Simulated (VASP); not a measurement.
# GeP4 (I4/mmm) in VASP: notebook

The runs below take GeP4 through single point, with PBE.

Everything below comes from runs of VASP 6.6.1. Logs are shortened: lines on timing, memory, paths and dates and some standing lists are left out, and cuts for length are marked.

**1. The cell of the first run**

It takes space group I4/mmm (No. 139, tetragonal). Conventional cell: a = 4.629 Å, b = 4.629 Å, c = 7.670 Å, α = 90.00°, β = 90.00°, γ = 90.00°. Within 3.4 Å of Ge (site symmetry 4/mmm) lie 10 P at 2.61 to 3.01 Å. Within 3.2 Å of P (site symmetry -4m2) lie 4 P at 2.42 Å and 4 Ge at 3.01 Å. P (site symmetry 4mm) has 5 P at 2.42 to 2.44 Å and 1 Ge at 2.61 Å within 3.2 Å.

**2. Single point, PBE**

Input file INCAR:

```
PREC = Accurate
ENCUT = 520
EDIFF = 1E-6
ISMEAR = 0
SIGMA = 0.1
LREAL = F
LASPH = T
NELM = 60
ALGO = Normal
ISIF = 2
LWAVE = F
LCHARG = F
GGA = PE
NBANDS = 25
```

Input file KPOINTS:

```
regular mesh
0
Gamma
  6 6 6
```

Input file POSCAR:

```
GeP4
1.0
   -2.3146490300      2.3146490300      3.8347963615
    2.3146490300     -2.3146490300      3.8347963615
    2.3146490300      2.3146490300     -3.8347963615
Ge P
1 4
Direct
    0.0000000000      0.0000000000      0.0000000000
    0.2500000000      0.7500000000      0.5000000000
    0.7500000000      0.2500000000      0.5000000000
    0.3406079791      0.3406079791      0.0000000000
    0.6593920209      0.6593920209      0.0000000000
```

Potentials or basis: VASP PAW PBE potentials, release 64 (Ge_d, P).

On the command line:

```sh
> cat potpaw_PBE.64/Ge_d/POTCAR potpaw_PBE.64/P/POTCAR > POTCAR
> mpirun -np 1 vasp_std > vasp.out
```

OUTCAR:

```text
PREC = Accurate
   ENCUT = 520
   EDIFF = 1E-6
   ISMEAR = 0
   LREAL = F
   LASPH = T
   NELM = 60
   ISIF = 2
   GGA = PE

 ion  position               nearest neighbor table
   1  0.000  0.000  0.000-   4 2.61   5 2.61
   2  0.250  0.750  0.500-   4 2.42   5 2.42   4 2.42   5 2.42
   3  0.750  0.250  0.500-   4 2.42   5 2.42   4 2.42   5 2.42
   4  0.341  0.341  0.000-   2 2.42   3 2.42   2 2.42   3 2.42   5 2.44   1 2.61
   5  0.659  0.659  0.000-   2 2.42   3 2.42   2 2.42   3 2.42   4 2.44   1 2.61

  LATTYP: Found a body centered tetragonal cell.
 ALAT       =     4.6292980600
 C/A-ratio  =     1.6567506831

  Lattice vectors:

 A1 = (  -2.3146490300,   2.3146490300,   3.8347963615)
 A2 = (   2.3146490300,  -2.3146490300,   3.8347963615)
 A3 = (   2.3146490300,   2.3146490300,  -3.8347963615)

Analysis of symmetry for initial positions (statically):
=====================================================================
 Subroutine PRICEL returns:
 Original cell was already a primitive cell.

 Routine SETGRP: Setting up the symmetry group for a
 body centered tetragonal supercell.

 Subroutine GETGRP returns: Found 16 space group operations
 (whereof 16 operations were pure point group operations)
 out of a pool of 16 trial point group operations.

The static configuration has the point symmetry D_4h.

Analysis of symmetry for dynamics (positions and initial velocities):
=====================================================================
 Subroutine PRICEL returns:
 Original cell was already a primitive cell.

 Routine SETGRP: Setting up the symmetry group for a
 body centered tetragonal supercell.

 Subroutine GETGRP returns: Found 16 space group operations
 (whereof 16 operations were pure point group operations)
 out of a pool of 16 trial point group operations.

The dynamic configuration has the point symmetry D_4h.

 Subroutine INISYM returns: Found 16 space group operations
 (whereof 16 operations are pure point group operations),
 and found     1 'primitive' translations

----------------------------------------------------------------------------------------

                                     Primitive cell

  volume of cell :      82.1812

[... 87 lines left out ...]
   ICHARG =      2    charge: 1-file 2-atom 10-const
   ISPIN  =      1    spin polarized calculation?
   LNONCOLLINEAR =      F non collinear calculations
   LSORBIT =      F    spin-orbit coupling
   LASPH  =      T    aspherical Exc in radial PAW
   ENCUT  =  520.0 eV  38.22 Ry    6.18 a.u.   9.37  9.37  9.37*2*pi/ulx,y,z
   NELM   =     60;   NELMIN=  2; NELMDL= -5     # of ELM steps
   EDIFF  = 0.1E-05   stopping-criterion for ELM
   LREAL  =      F    real-space projection
   EDIFFG = 0.1E-04   stopping-criterion for IOM
   NSW    =      0    number of steps for IOM
   IBRION =     -1    ionic relax: 0-MD 1-quasi-New 2-CG
   NFREE  =      0    steps in history (QN), initial steepest desc. (CG)
   ISIF   =      2    stress and relaxation
   ISYM   =      2    0-nonsym 1-usesym 2-fastsym
   POTIM  = 0.5000    time-step for ionic-motion
   TEBEG  =    0.0;   TEEND  =   0.0 temperature during run
   PSTRESS=    0.0 pullay stress
   NELECT =      34.0000    total number of electrons
   NUPDOWN=      -1.0000    fix difference up-down
   EMIN   =  10.00;   EMAX   =-10.00  energy-range for DOS
   EFERMI =   0.00;   METHOD = LEGACY
   ISMEAR =     0;   SIGMA  =   0.10  broadening in eV -4-tet -1-fermi 0-gaus
   EFERMI_NEDOS =   21; number of points for ismear=-14 and -15
   IALGO  =     38    algorithm
   IMIX   =      4    mixing-type and parameters
     AMIX     =   0.40;   BMIX     =  1.00
     AMIX_MAG =   1.60;   BMIX_MAG =  1.00
  volume/ion in A,a.u.               =      16.44       110.92
  Fermi-wavevector in a.u.,A,eV,Ry     =   1.219861  2.305203 20.246290  1.488060
  Thomas-Fermi vector in A             =   2.355098
   LORBIT       =      0    0 simple, 1 ext, 2 COOP (PROOUT), +10 PAW based schemes
   GGA     = PE    functional components
   LHFCALC =     F    Hartree Fock is set to
   AEXX    =    0.0000 exact exchange contribution
   IVDW    =     0    specifies the selected vdW correction
   LEPSILON=     F    determine dielectric tensor
   LRPA    =     F    only Hartree local field effects (RPA)
 non-spin polarized calculation
 Gauss-broadening in eV      SIGMA  =   0.10
  energy-cutoff  :      520.00
  volume of cell :       82.18
 maximum number of plane-waves:      2238
 NGX is ok and might be reduce to    40
   NGX = 19   NGY = 19   NGZ = 19

 number of electron      33.9999999 magnetization

 Free energy of the ion-electron system (eV)
  ---------------------------------------------------
  ext. energy  EPLUGINS =         0.00000000
  ---------------------------------------------------
  free energy    TOTEN  =       -24.05139929 eV

  energy without entropy =      -24.04744011  energy(sigma->0) =      -24.04941970

 E-fermi :   8.1519     XC(G=0): -10.9680

 val. band max:        8.0986745394   @ k =  -0.3333   0.3333   0.3333
 cond. band min:       8.2203891516   @ k =   0.1667   0.0000   0.0000
 fundamental gap:      0.1217146122
 Fermi energy:         8.1519419761

 k-point     1 :       0.0000    0.0000    0.0000
  band No.  band energies     occupation
      1     -16.6332      2.00000
      2     -16.6259      2.00000
      3     -16.6253      2.00000
      4     -16.6207      2.00000
      5     -16.6207      2.00000
      6      -7.5852      2.00000
[... 661 lines left out ...]
     24      13.1918      0.00000
     25      14.0991      0.00000

 [... further k-points ...]
[... 5 lines left out ...]
  --------------------------------------------------------------------------------------
  -------------------------------------------------------------------------------------
  Total       -0.1200022     -0.1200022     -0.0685432      0.0000000     -0.0000000     -0.0000000
  in kB       -2.3395228     -2.3395228     -1.3362956      0.0000000     -0.0000000     -0.0000000
  external PRESSURE =      -2.0051137 kB  Pullay stress =       0.0000000 kB

 VOLUME and BASIS-vectors are now :
 -----------------------------------------------------------------------------
  energy-cutoff  :      520.00
  volume of cell :       82.18
      direct lattice vectors                 reciprocal lattice vectors
    -2.314649030  2.314649030  3.834796362     0.000000000  0.216015471  0.130385020
     2.314649030 -2.314649030  3.834796362     0.216015471  0.000000000  0.130385020
     2.314649030  2.314649030 -3.834796362     0.216015471  0.216015471  0.000000000

 POSITION                                       TOTAL-FORCE (eV/Angst)
 -----------------------------------------------------------------------------------
      0.00000      0.00000      0.00000        -0.000000     -0.000000      0.000000
      2.31465      0.00000      1.91740        -0.000000     -0.000000      0.000000
      0.00000      2.31465      1.91740        -0.000000     -0.000000     -0.000000
      0.00000      0.00000      2.61232         0.000000      0.000000     -0.007823
      0.00000      0.00000      5.05727         0.000000      0.000000      0.007823
 -----------------------------------------------------------------------------------
    total drift:                               -0.000000     -0.000000     -0.000000

  FREE ENERGIE OF THE ION-ELECTRON SYSTEM (eV)
  ---------------------------------------------------
  free  energy   TOTEN  =       -24.0513992881 eV

  energy  without entropy=      -24.0474401111  energy(sigma->0) =      -24.04941970
```

OSZICAR:

```text
N       E                     dE             d eps       ncg     rms          rms(c)
DAV:   1     0.224251424777E+03    0.22425E+03   -0.15452E+04  1878   0.227E+03
DAV:   2     0.789745678873E+01   -0.21635E+03   -0.20232E+03  1662   0.585E+02
DAV:   3    -0.228568976004E+02   -0.30754E+02   -0.29800E+02  1882   0.119E+02
DAV:   4    -0.241547952323E+02   -0.12979E+01   -0.12856E+01  1824   0.254E+01
DAV:   5    -0.241885953452E+02   -0.33800E-01   -0.33757E-01  1982   0.447E+00    0.947E+00
DAV:   6    -0.240658422886E+02    0.12275E+00   -0.21760E-01  2008   0.325E+00    0.554E+00
DAV:   7    -0.240524270587E+02    0.13415E-01   -0.10388E-01  1886   0.148E+00    0.871E-01
DAV:   8    -0.240513034877E+02    0.11236E-02   -0.17981E-02  1833   0.100E+00    0.212E-01
DAV:   9    -0.240513694625E+02   -0.65975E-04   -0.97518E-04  1959   0.229E-01    0.145E-01
DAV:  10    -0.240513988699E+02   -0.29407E-04   -0.12801E-04  2133   0.107E-01    0.438E-02
DAV:  11    -0.240513995478E+02   -0.67795E-06   -0.37312E-05  2126   0.633E-02    0.715E-03
DAV:  12    -0.240513992881E+02    0.25975E-06   -0.43875E-06  1759   0.138E-02
   1 F= -.24051399E+02 E0= -.24049420E+02  d E =-.395918E-02
```

stdout:

```text
POSCAR found type information on POSCAR GeP
 POSCAR found :  2 types and       5 ions
 scaLAPACK will be used
 LDA part: xc-table for (Slater+PW92), standard interpolation
 POSCAR, INCAR and KPOINTS ok, starting setup
 FFT: planning ... GRIDC
 FFT: planning ... GRID_SOFT
 FFT: planning ... GRID
 WAVECAR not read
 entering main loop
```

Run time: 26 s. Hardware: 1 thread of Intel Xeon 6975P-C (Granite Rapids), shared host; peak memory 0.25 GiB.

Results:

```yaml
Free_energy: -24.0514 eV
Pressure: -0.2 GPa
Largest_force: 0.008 eV/Å
Band_gap_on_the_k_mesh: zero (band 17 reaches 8.63 eV, above the bottom of band 18 at 6.48 eV)
```

Forces in eV/Å, atoms in the order of the input:
```
Ge   0.000  0.000  0.000
P    0.000  0.000  0.000
P    0.000  0.000  0.000
P    0.000  0.000 -0.008
P    0.000  0.000  0.008
```

Stress tensor (GPa, compression positive):
```
-0.23  0.00  0.00
 0.00 -0.23  0.00
 0.00  0.00 -0.13
```

**3. Single point, PBE**

This run uses another cell than the first one, of 23.62 Å³/atom, 1.437 times its volume.

Input file INCAR:

```
SYSTEM = GeP4
PREC = Accurate
ENCUT = 520
EDIFF = 1E-7
ISMEAR = 0
SIGMA = 0.1
LREAL = .FALSE.
LASPH = .TRUE.
NELM = 80
ALGO = Normal
ISIF = 2
LWAVE = .FALSE.
LCHARG = .FALSE.
GGA = PE
NBANDS = 25
```

Input file KPOINTS:

```
Automatic mesh
0
G
  6 6 6
  0 0 0
```

Input file POSCAR:

```
GeP4
1.0
   -2.2808296500      2.2808296500      5.6755146000
    2.2808296500     -2.2808296500      5.6755146000
    2.2808296500      2.2808296500     -5.6755146000
Ge P
1 4
Direct
    0.0000000000      0.0000000000      0.0000000000
    0.2500000000      0.7500000000      0.5000000000
    0.7500000000      0.2500000000      0.5000000000
    0.3800601100      0.3800601100      0.0000000000
    0.6199398900      0.6199398900      0.0000000000
```

Potentials or basis: VASP PAW PBE potentials, release 64 (Ge_d, P).

On the command line:

```sh
> cat potpaw_PBE.64/Ge_d/POTCAR potpaw_PBE.64/P/POTCAR > POTCAR
> mpirun -np 1 vasp_std > vasp.out
```

OUTCAR:

```text
SYSTEM = GeP4
   PREC = Accurate
   ENCUT = 520
   EDIFF = 1E-7
   ISMEAR = 0
   LREAL = .FALSE.
   LASPH = .TRUE.
   NELM = 80
   ISIF = 2
   GGA = PE

 ion  position               nearest neighbor table
   1  0.000  0.000  0.000-
   2  0.250  0.750  0.500-   5 2.72   4 2.72   4 2.72   5 2.72
   3  0.750  0.250  0.500-   5 2.72   4 2.72   4 2.72   5 2.72
   4  0.380  0.380  0.000-   2 2.72   3 2.72   2 2.72   3 2.72   5 2.72
   5  0.620  0.620  0.000-   2 2.72   3 2.72   2 2.72   3 2.72   4 2.72

  LATTYP: Found a body centered tetragonal cell.
 ALAT       =     4.5616593000
 C/A-ratio  =     2.4883553228

  Lattice vectors:

 A1 = (  -2.2808296500,   2.2808296500,   5.6755146000)
 A2 = (   2.2808296500,  -2.2808296500,   5.6755146000)
 A3 = (   2.2808296500,   2.2808296500,  -5.6755146000)

Analysis of symmetry for initial positions (statically):
=====================================================================
 Subroutine PRICEL returns:
 Original cell was already a primitive cell.

 Routine SETGRP: Setting up the symmetry group for a
[... 170 lines left out ...]
  ---------------------------------------------------
  free energy    TOTEN  =       -21.12225957 eV

  energy without entropy =      -21.09743249  energy(sigma->0) =      -21.10984603

 E-fermi :   4.5358     XC(G=0):  -9.4278

 val. band max:        4.5143357638   @ k =  -0.1667   0.1667   0.0000
 cond. band min:       4.5527012537   @ k =  -0.3333   0.1667  -0.0000
 fundamental gap:      0.0383654899
 Fermi energy:         4.5358151988

 k-point     1 :       0.0000    0.0000    0.0000
  band No.  band energies     occupation
      1     -20.9423      2.00000
      2     -20.9388      2.00000
      3     -20.9388      2.00000
      4     -20.9309      2.00000
      5     -20.9304      2.00000
      6      -8.6956      2.00000
[... 661 lines left out ...]
     24       7.2060      0.00000
     25       7.9112      0.00000

 [... further k-points ...]
[... 5 lines left out ...]
  --------------------------------------------------------------------------------------
  -------------------------------------------------------------------------------------
  Total       -8.5047672     -8.5047672     -9.3157565      0.0000000      0.0000000      0.0000000
  in kB     -115.3777523   -115.3777523   -126.3798319      0.0000000      0.0000000      0.0000000
  external PRESSURE =    -119.0451121 kB  Pullay stress =       0.0000000 kB

 VOLUME and BASIS-vectors are now :
 -----------------------------------------------------------------------------
  energy-cutoff  :      520.00
  volume of cell :      118.10
      direct lattice vectors                 reciprocal lattice vectors
    -2.280829650  2.280829650  5.675514600     0.000000000  0.219218476  0.088097738
     2.280829650 -2.280829650  5.675514600     0.219218476  0.000000000  0.088097738
     2.280829650  2.280829650 -5.675514600     0.219218476  0.219218476  0.000000000

 POSITION                                       TOTAL-FORCE (eV/Angst)
 -----------------------------------------------------------------------------------
      0.00000      0.00000      0.00000        -0.000000     -0.000000     -0.000000
      2.28083     -0.00000      2.83776        -0.000000     -0.000000     -0.000000
     -0.00000      2.28083      2.83776        -0.000000     -0.000000     -0.000000
      0.00000      0.00000      4.31407         0.000000      0.000000     -1.251929
      0.00000      0.00000      7.03696        -0.000000     -0.000000      1.251929
 -----------------------------------------------------------------------------------
    total drift:                               -0.000000     -0.000000     -0.000000

  FREE ENERGIE OF THE ION-ELECTRON SYSTEM (eV)
  ---------------------------------------------------
  free  energy   TOTEN  =       -21.1222595706 eV

  energy  without entropy=      -21.0974324914  energy(sigma->0) =      -21.10984603
```

OSZICAR:

```text
N       E                     dE             d eps       ncg     rms          rms(c)
DAV:   1     0.214766112543E+03    0.21477E+03   -0.14837E+04  1814   0.191E+03
DAV:   2     0.105092996486E+02   -0.20426E+03   -0.19355E+03  1640   0.510E+02
DAV:   3    -0.198709077379E+02   -0.30380E+02   -0.29372E+02  1922   0.115E+02
DAV:   4    -0.213339519771E+02   -0.14630E+01   -0.14498E+01  1676   0.272E+01
DAV:   5    -0.213748128615E+02   -0.40861E-01   -0.40659E-01  1839   0.493E+00    0.576E+00
DAV:   6    -0.211396380058E+02    0.23517E+00   -0.67793E-01  1752   0.387E+00    0.322E+00
DAV:   7    -0.211262813719E+02    0.13357E-01   -0.76622E-02  1637   0.158E+00    0.167E+00
DAV:   8    -0.211219361623E+02    0.43452E-02   -0.22157E-02  1599   0.931E-01    0.184E-01
DAV:   9    -0.211221606607E+02   -0.22450E-03   -0.12596E-03  1891   0.197E-01    0.122E-01
DAV:  10    -0.211222599345E+02   -0.99274E-04   -0.17989E-04  1563   0.672E-02    0.270E-02
DAV:  11    -0.211222609911E+02   -0.10566E-05   -0.15043E-05  1733   0.259E-02    0.831E-03
DAV:  12    -0.211222596350E+02    0.13561E-05   -0.57380E-06  1610   0.113E-02    0.356E-03
DAV:  13    -0.211222595706E+02    0.64385E-07   -0.69095E-07  1664   0.405E-03
   1 F= -.21122260E+02 E0= -.21109846E+02  d E =-.248271E-01
```

stdout:

```text
POSCAR found type information on POSCAR GeP
 POSCAR found :  2 types and       5 ions
 scaLAPACK will be used
 LDA part: xc-table for (Slater+PW92), standard interpolation
 POSCAR, INCAR and KPOINTS ok, starting setup
 FFT: planning ... GRIDC
 FFT: planning ... GRID_SOFT
 FFT: planning ... GRID
 WAVECAR not read
 entering main loop
```

Run time: 62 s. Hardware: 1 thread of Intel Xeon 6975P-C (Granite Rapids), shared host; peak memory 0.37 GiB.

What came out:

```yaml
Free_energy: -21.1223 eV
Pressure: -11.9 GPa
Largest_force: 1.252 eV/Å
Band_gap_on_the_k_mesh: zero (band 17 reaches 5.30 eV, above the bottom of band 18 at 4.20 eV)
```

Forces on the atoms (eV/Å):
```
Ge   0.000  0.000  0.000
P    0.000  0.000  0.000
P    0.000  0.000  0.000
P    0.000  0.000 -1.252
P    0.000  0.000  1.252
```

Caveat: forces of over 1 eV/Å act on the atoms, so gaps and moduli don't describe the material at rest.
